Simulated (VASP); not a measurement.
# PtSe2 (P-1) in VASP: further runs

Runs on PtSe2. Level: r2SCAN. Tasks: single point.

Everything below comes from runs of VASP 6.6.1. Logs are shortened: lines on timing, memory, paths and dates and some standing lists are left out, and cuts for length are marked.

## 1. The cell of the first run

The typed cell holds 3 atoms: a = 3.724 Å, b = 3.724 Å, c = 5.062 Å, α = 90.43°, β = 89.14°, γ = 120.00°.

## 2. Single point, r2SCAN (strain +0.0150 x Voigt [0, 0, 0, 0, 1, 0])

Contents of POSCAR:

```
PtSe2
1.0
    3.7240006046      0.0000000000      0.0279300045
   -1.8620003023      3.2250791273     -0.0139650023
    0.0379650000      0.0000000000      5.0620000000
Pt Se
1 2
Direct
    0.0000000000      0.0000000000      0.0000000000
    0.3333333333      0.6666666667      0.2500000000
    0.6666666667      0.3333333333      0.7500000000
```

Contents of INCAR.step1:

```
SYSTEM = PtSe2
ALGO = Normal ; EDIFF = 1E-4
ENCUT = 520 ; GGA = PE
ISMEAR = 0 ; LASPH = .TRUE.
LCHARG = .FALSE. ; LREAL = .FALSE.
LWAVE = .TRUE. ; NBANDS = 18
NELM = 80 ; PREC = Accurate
SIGMA = 0.15
```

Contents of INCAR.step2:

```
SYSTEM = PtSe2
ALGO = Normal ; EDIFF = 1E-6
ENCUT = 520 ; ISIF = 2
ISMEAR = 0 ; ISTART = 1
LASPH = .TRUE. ; LCHARG = .FALSE.
LMIXTAU = .TRUE. ; LREAL = .FALSE.
LWAVE = .FALSE. ; METAGGA = R2SCAN
NBANDS = 18 ; NELM = 80
PREC = Accurate ; SIGMA = 0.15
```

Contents of KPOINTS:

```
k-points
0
G
  12 12 10
  0 0 0
```

Potentials or basis: VASP PAW PBE potentials, release 64 (Pt, Se).

On the command line:

```console
$ cat potpaw_PBE.64/Pt/POTCAR potpaw_PBE.64/Se/POTCAR > POTCAR
$ cp INCAR.step1 INCAR
$ mpirun -np 1 vasp_std > vasp.out
$ cp INCAR.step2 INCAR
$ mpirun -np 1 vasp_std > vasp.out
```

OUTCAR:

```text
SYSTEM = PtSe2
   EDIFF = 1E-6
   ENCUT = 520
   ISIF = 2
   ISMEAR = 0
   ISTART = 1
   LASPH = .TRUE.
   LREAL = .FALSE.
   METAGGA = R2SCAN
   NELM = 80
   PREC = Accurate

 ion  position               nearest neighbor table
   1  0.000  0.000  0.000-   3 2.48   2 2.48   3 2.49   2 2.49   2 2.51   3 2.51
   2  0.333  0.667  0.250-   1 2.48   1 2.49   1 2.51
   3  0.667  0.333  0.750-   1 2.48   1 2.49   1 2.51

  LATTYP: Found a base centered monoclinic cell.
 ALAT       =     3.7241053406
 B/A-ratio  =     1.7320020957
 C/A-ratio  =     1.3592908642
 COS(beta)  =    -0.0149991563

  Lattice vectors:

 A1 = (  -1.8620003023,   3.2250791273,  -0.0139650023)
 A2 = (  -1.8620003023,  -3.2250791273,  -0.0139650022)
 A3 = (   0.0379650000,   0.0000000000,   5.0620000000)

Analysis of symmetry for initial positions (statically):
=====================================================================
 Subroutine PRICEL returns:
 Original cell was already a primitive cell.

 Routine SETGRP: Setting up the symmetry group for a
 base centered monoclinic supercell.

 Subroutine GETGRP returns: Found  2 space group operations
 (whereof  2 operations were pure point group operations)
 out of a pool of  4 trial point group operations.

The static configuration has the point symmetry S_2 .

Analysis of symmetry for dynamics (positions and initial velocities):
=====================================================================
 Subroutine PRICEL returns:
 Original cell was already a primitive cell.

 Routine SETGRP: Setting up the symmetry group for a
 base centered monoclinic supercell.

 Subroutine GETGRP returns: Found  2 space group operations
 (whereof  2 operations were pure point group operations)
 out of a pool of  4 trial point group operations.

The dynamic configuration has the point symmetry S_2 .

 Subroutine INISYM returns: Found  2 space group operations
 (whereof  2 operations are pure point group operations),
 and found     1 'primitive' translations

----------------------------------------------------------------------------------------

                                     Primitive cell

  volume of cell :      60.7922

  direct lattice vectors                    reciprocal lattice vectors
     3.724000605  0.000000000  0.027930005     0.268543526  0.155034956 -0.002014076
    -1.862000302  3.225079127 -0.013965002     0.000000000  0.310069912  0.000000000
     0.037965000  0.000000000  5.062000000    -0.001481711  0.000000000  0.197561488

  length of vectors
     3.724105341  3.724026789  5.062142367     0.310089534  0.310069912  0.197567045

  position of ions in fractional coordinates (direct lattice)
     0.000000000  0.000000000  0.000000000
     0.333333333  0.666666667  0.250000000
     0.666666667  0.333333333  0.750000000

  ion indices of the primitive-cell ions
   primitive index   ion index
                 1           1
                 2           2
                 3           3

----------------------------------------------------------------------------------------

 KPOINTS: k-points

Automatic generation of k-mesh.
 Grid dimensions read from file:
 generate k-points for:   12   12   10

 Generating k-lattice:

  Cartesian coordinates                     Fractional coordinates (reciprocal lattice)
     0.022378627  0.012919580 -0.000167840     0.083333333  0.000000000 -0.000000000
     0.000000000  0.025839159  0.000000000     0.000000000  0.083333333  0.000000000
    -0.000148171  0.000000000  0.019756149    -0.000000000  0.000000000  0.100000000

  Length of vectors
     0.025840795  0.025839159  0.019756704

  Shift w.r.t. Gamma in fractional coordinates (k-lattice)
     0.000000000  0.000000000  0.000000000

 Subroutine IBZKPT returns following result:
 ===========================================

 Found    724 irreducible k-points:

 Following reciprocal coordinates:
            Coordinates               Weight
  0.000000  0.000000  0.000000      1.000000
  0.083333 -0.000000  0.000000      2.000000
 -0.083333  0.083333  0.000000      2.000000
  0.166667 -0.000000  0.000000      2.000000
 -0.166667  0.166667 -0.000000      2.000000
  0.250000 -0.000000  0.000000      2.000000
[... 16 lines left out ...]
  0.416667  0.083333 -0.000000      2.000000
 -0.416667  0.500000  0.000000      2.000000
 [... further k-points ...]
   k-points           NKPTS =    724   k-points in BZ     NKDIM =    724   number of bands    NBANDS=     18
   number of dos      NEDOS =    301   number of ions     NIONS =      3
   total plane-waves  NPLWV =  31360
   dimension x,y,z NGX =    28 NGY =   28 NGZ =   40
   dimension x,y,z NGXF=    56 NGYF=   56 NGZF=   80
   ions per type =               1   2
   NGX,Y,Z   is equivalent  to a cutoff of  12.50, 12.50, 13.14 a.u.
   NGXF,Y,Z  is equivalent  to a cutoff of  25.00, 25.00, 26.27 a.u.
 SYSTEM =  PtSe2
   PREC   = accura    normal or accurate (medium, high low for compatibility)
   ISTART =      1    job   : 0-new  1-cont  2-samecut
   ICHARG =      0    charge: 1-file 2-atom 10-const
   ISPIN  =      1    spin polarized calculation?
   LNONCOLLINEAR =      F non collinear calculations
   LSORBIT =      F    spin-orbit coupling
   LASPH  =      T    aspherical Exc in radial PAW
   ENCUT  =  520.0 eV  38.22 Ry    6.18 a.u.   6.92  6.92  9.41*2*pi/ulx,y,z
   NELM   =     80;   NELMIN=  2; NELMDL=  0     # of ELM steps
   EDIFF  = 0.1E-05   stopping-criterion for ELM
   LREAL  =      F    real-space projection
   EDIFFG = 0.1E-04   stopping-criterion for IOM
   NSW    =      0    number of steps for IOM
   IBRION =     -1    ionic relax: 0-MD 1-quasi-New 2-CG
   NFREE  =      0    steps in history (QN), initial steepest desc. (CG)
   ISIF   =      2    stress and relaxation
   ISYM   =      2    0-nonsym 1-usesym 2-fastsym
   POTIM  = 0.5000    time-step for ionic-motion
   TEBEG  =    0.0;   TEEND  =   0.0 temperature during run
   PSTRESS=    0.0 pullay stress
   NELECT =      22.0000    total number of electrons
   NUPDOWN=      -1.0000    fix difference up-down
   EMIN   =  10.00;   EMAX   =-10.00  energy-range for DOS
   EFERMI =   0.00;   METHOD = LEGACY
   ISMEAR =     0;   SIGMA  =   0.15  broadening in eV -4-tet -1-fermi 0-gaus
   EFERMI_NEDOS =   21; number of points for ismear=-14 and -15
   IALGO  =     38    algorithm
   IMIX   =      4    mixing-type and parameters
     AMIX     =   0.40;   BMIX     =  1.00
     AMIX_MAG =   1.60;   BMIX_MAG =  1.00
  volume/ion in A,a.u.               =      20.26       136.75
  Fermi-wavevector in a.u.,A,eV,Ry     =   1.166630  2.204611 18.517875  1.361025
  Thomas-Fermi vector in A             =   2.303141
   LORBIT       =      0    0 simple, 1 ext, 2 COOP (PROOUT), +10 PAW based schemes
   METAGGA = R2SCAN    functional components
   LHFCALC =     F    Hartree Fock is set to
   AEXX    =    0.0000 exact exchange contribution
   IVDW    =     0    specifies the selected vdW correction
   LEPSILON=     F    determine dielectric tensor
   LRPA    =     F    only Hartree local field effects (RPA)
 non-spin polarized calculation
 Gauss-broadening in eV      SIGMA  =   0.15
  energy-cutoff  :      520.00
  volume of cell :       60.79
 maximum number of plane-waves:      1653
   NGX = 13   NGY = 13   NGZ = 19

 number of electron      21.9999999 magnetization

 Free energy of the ion-electron system (eV)
  ---------------------------------------------------
  ext. energy  EPLUGINS =         0.00000000
  ---------------------------------------------------
  free energy    TOTEN  =       -81.42214706 eV

  energy without entropy =      -81.41716454  energy(sigma->0) =      -81.41965580

 E-fermi :   6.4071     XC(G=0): -11.2681

 val. band max:        6.3846618518   @ k =  -0.0000   0.1667   0.2000
 cond. band min:       6.4106179383   @ k =  -0.1667   0.1667  -0.2000
 fundamental gap:      0.0259560865
 Fermi energy:         6.4070763081

 k-point     1 :       0.0000    0.0000    0.0000
  band No.  band energies     occupation
      1     -10.0119      2.00000
      2      -7.0590      2.00000
      3      -1.1521      2.00000
      4      -0.4756      2.00000
      5      -0.4270      2.00000
      6       2.0590      2.00000
[... 10 lines left out ...]
     17      14.0849      0.00000
     18      18.8611      0.00000

 k-point     2 :       0.0833   -0.0000    0.0000
  band No.  band energies     occupation
      1      -9.9293      2.00000
      2      -7.0992      2.00000
      3      -1.0531      2.00000
      4      -0.4119      2.00000
      5      -0.3715      2.00000
      6       1.9582      2.00000
[... 10 lines left out ...]
     17      14.2864      0.00000
     18      17.4886      0.00000

 k-point     3 :      -0.0833    0.0833    0.0000
  band No.  band energies     occupation
      1      -9.9305      2.00000
      2      -7.0966      2.00000
      3      -1.0587      2.00000
      4      -0.4228      2.00000
      5      -0.3693      2.00000
      6       1.9804      2.00000
[... 10 lines left out ...]
     17      14.3423      0.00000
     18      17.4705      0.00000

 k-point     4 :       0.1667   -0.0000    0.0000
  band No.  band energies     occupation
      1      -9.6900      2.00000
      2      -7.2095      2.00000
      3      -0.7731      2.00000
      4      -0.2265      2.00000
      5      -0.2147      2.00000
      6       1.5765      2.00000
[... 375 lines left out ...]
      4       0.0594      2.00000
      5       0.5861      2.00000
      6       0.9485      2.00000
[... 10 lines left out ...]
     17      15.2827      0.00000
     18      16.0204      0.00000

 k-point    23 :       0.4167    0.0833   -0.0000
  band No.  band energies     occupation
      1      -8.2009      2.00000
      2      -7.8777      2.00000
      3      -1.2223      2.00000
      4       0.2137      2.00000
      5       0.7631      2.00000
      6       1.6650      2.00000
[... 10 lines left out ...]
     17      15.1076      0.00000
     18      17.3479      0.00000

 k-point    24 :      -0.4167    0.5000    0.0000
  band No.  band energies     occupation
      1      -8.2121      2.00000
      2      -7.8809      2.00000
      3      -1.1655      2.00000
      4       0.1263      2.00000
      5       0.7622      2.00000
      6       1.5687      2.00000
[... 10 lines left out ...]
     17      15.1395      0.00000
     18      17.3263      0.00000

 [... further k-points ...]

------------------------ aborting loop because EDIFF is reached ----------------------------------------

  FORCE on cell =-STRESS in cart. coord.  units (eV):
  Direction    XX          YY          ZZ          XY          YZ          ZX
  --------------------------------------------------------------------------------------
  -------------------------------------------------------------------------------------
  Total        1.9290975      1.9128129      1.8902928      0.3030809     -0.0103811     -0.5418842
  in kB       50.8413321     50.4121519     49.8186366      7.9876914     -0.2735947    -14.2813493
  external PRESSURE =      50.3573735 kB  Pullay stress =       0.0000000 kB

 VOLUME and BASIS-vectors are now :
 -----------------------------------------------------------------------------
  energy-cutoff  :      520.00
  volume of cell :       60.79
      direct lattice vectors                 reciprocal lattice vectors
     3.724000605  0.000000000  0.027930005     0.268543526  0.155034956 -0.002014076
    -1.862000302  3.225079127 -0.013965002     0.000000000  0.310069912  0.000000000
     0.037965000  0.000000000  5.062000000    -0.001481711  0.000000000  0.197561488

 POSITION                                       TOTAL-FORCE (eV/Angst)
 -----------------------------------------------------------------------------------
      0.00000      0.00000      0.00000        -0.000000      0.000000      0.000000
      0.00949      2.15005      1.26550        -0.163468     -0.003102      0.385343
      1.89047      1.07503      3.81047         0.163468      0.003102     -0.385343
 -----------------------------------------------------------------------------------
    total drift:                               -0.000000     -0.000000     -0.000000

  FREE ENERGIE OF THE ION-ELECTRON SYSTEM (eV)
  ---------------------------------------------------
  free  energy   TOTEN  =       -81.4221470570 eV

  energy  without entropy=      -81.4171645385  energy(sigma->0) =      -81.41965580
```

Run time: 55 min. Hardware: 1 thread of Oxide Virtual Turin-like, shared host; peak memory 0.79 GiB.

What came out:

* Free energy: -81.4221 eV
* Pressure: 5.0 GPa
* Largest force: 0.419 eV/Å
* Band gap on the k mesh: zero (bands 11 and 12 overlap by 0.29 eV)

Forces on the atoms (eV/Å):
```
Pt   0.000  0.000  0.000
Se  -0.163 -0.003  0.385
Se   0.163  0.003 -0.385
```

Caveat: the cell differs from its parent crystal (strain +0.0150 x Voigt [0, 0, 0, 0, 1, 0]); the cell stands under pressure; the PAW data sets were made with another functional, which shifts forces and pressure a little; spin-orbit coupling is left out, which moves the levels of the heavy elements.

## 3. Single point, r2SCAN (strain -0.0200 x Voigt [0, 0, 0, 0, 1, 0])

Contents of POSCAR:

```
PtSe2
1.0
    3.7240006046      0.0000000000     -0.0372400060
   -1.8620003023      3.2250791273      0.0186200030
   -0.0506200000      0.0000000000      5.0620000000
Pt Se
1 2
Direct
    0.0000000000      0.0000000000      0.0000000000
    0.3333333333      0.6666666667      0.2500000000
    0.6666666667      0.3333333333      0.7500000000
```

Contents of INCAR.step1:

```
SYSTEM = PtSe2
PREC     = Accurate       ! precision mode
ENCUT    = 520            ! plane-wave cutoff, eV
ISMEAR   = 0              ! smearing method
SIGMA    = 0.15           ! smearing width, eV
LREAL    = .FALSE.        ! projectors in reciprocal space
LASPH    = .TRUE.         ! aspherical terms in the spheres
NELM     = 60             ! most SCF steps
NBANDS   = 18             ! bands
GGA      = PE             ! functional
ALGO     = Normal         ! electronic algorithm
EDIFF    = 1E-4           ! SCF threshold, eV
LWAVE    = .TRUE.         ! write WAVECAR
LCHARG   = .FALSE.        ! write CHGCAR
```

Contents of INCAR.step2:

```
SYSTEM = PtSe2
PREC     = Accurate       ! precision mode
ENCUT    = 520            ! plane-wave cutoff, eV
EDIFF    = 1E-6           ! SCF threshold, eV
ISMEAR   = 0              ! smearing method
SIGMA    = 0.15           ! smearing width, eV
LREAL    = .FALSE.        ! projectors in reciprocal space
LASPH    = .TRUE.         ! aspherical terms in the spheres
NELM     = 60             ! most SCF steps
ALGO     = Normal         ! electronic algorithm
ISIF     = 2              ! what is computed and relaxed
LWAVE    = .FALSE.        ! write WAVECAR
LCHARG   = .FALSE.        ! write CHGCAR
METAGGA  = R2SCAN         ! meta-GGA
LMIXTAU  = .TRUE.       
NBANDS   = 18             ! bands
ISTART   = 1
```

Contents of KPOINTS:

```
regular mesh
0
G
  12 12 10
  0 0 0
```

Potentials or basis: VASP PAW PBE potentials, release 64 (Pt, Se).

On the command line:

```console
$ cat potpaw_PBE.64/Pt/POTCAR potpaw_PBE.64/Se/POTCAR > POTCAR
$ cp INCAR.step1 INCAR
$ mpirun -np 1 vasp_std > vasp.out
$ cp INCAR.step2 INCAR
$ mpirun -np 1 vasp_std > vasp.out
```

It took 44 min on 1 thread of Oxide Virtual Turin-like, shared host; peak memory 0.79 GiB.

Results (log left out):

```yaml
Free_energy: -81.4189 eV
Pressure: 5.1 GPa
Largest_force: 0.446 eV/Å
Band_gap_on_the_k_mesh: zero (bands 11 and 12 overlap by 0.31 eV)
```

Forces on the atoms (eV/Å):
```
Pt   0.000  0.000  0.000
Se   0.218 -0.005  0.388
Se  -0.218  0.005 -0.388
```

Stress tensor (GPa, compression positive):
```
 5.13 -1.07  1.90
-1.07  5.06 -0.05
 1.90 -0.05  5.00
```

Levels at points of the mesh, in eV from the Fermi level:
```
           k point  band 7  band 8  band 9  band 10  band 11  band 12  band 13  band 14  band 15  band 16
(0.00, 0.00, 0.00)   -4.32   -2.82   -1.28    -1.22     0.31     1.44     1.50     3.97     4.71     7.59
(0.50, 0.00, 0.00)   -3.88   -3.83   -3.78    -3.69    -3.16     0.65     2.45     5.02     6.25     7.49
(0.50, 0.50, 0.00)   -4.00   -3.85   -3.79    -3.76    -3.19     0.76     2.31     5.01     6.26     7.44
(0.00, 0.50, 0.00)   -3.96   -3.84   -3.76    -3.72    -3.17     0.70     2.37     5.02     6.23     7.47
(0.00, 0.00, 0.50)   -4.35   -3.10   -1.83    -1.77    -1.62     2.23     2.43     5.17     6.74     7.03
(0.50, 0.00, 0.50)   -3.84   -3.78   -3.50    -3.08    -1.44     1.03     1.57     4.76     5.14     7.47
(0.50, 0.50, 0.50)   -3.87   -3.84   -3.51    -3.09    -1.61     0.96     1.63     4.89     5.12     7.78
(0.00, 0.50, 0.50)   -3.86   -3.81   -3.50    -3.08    -1.53     0.99     1.60     4.83     5.13     7.62
```

Caveat: the cell differs from its parent crystal (strain -0.0200 x Voigt [0, 0, 0, 0, 1, 0]); the cell stands under pressure; the PAW data sets were made with another functional, which shifts forces and pressure a little; spin-orbit coupling is left out, which moves the levels of the heavy elements.

The gap in the log of VASP goes by the Fermi energy; the results here count the filled bands.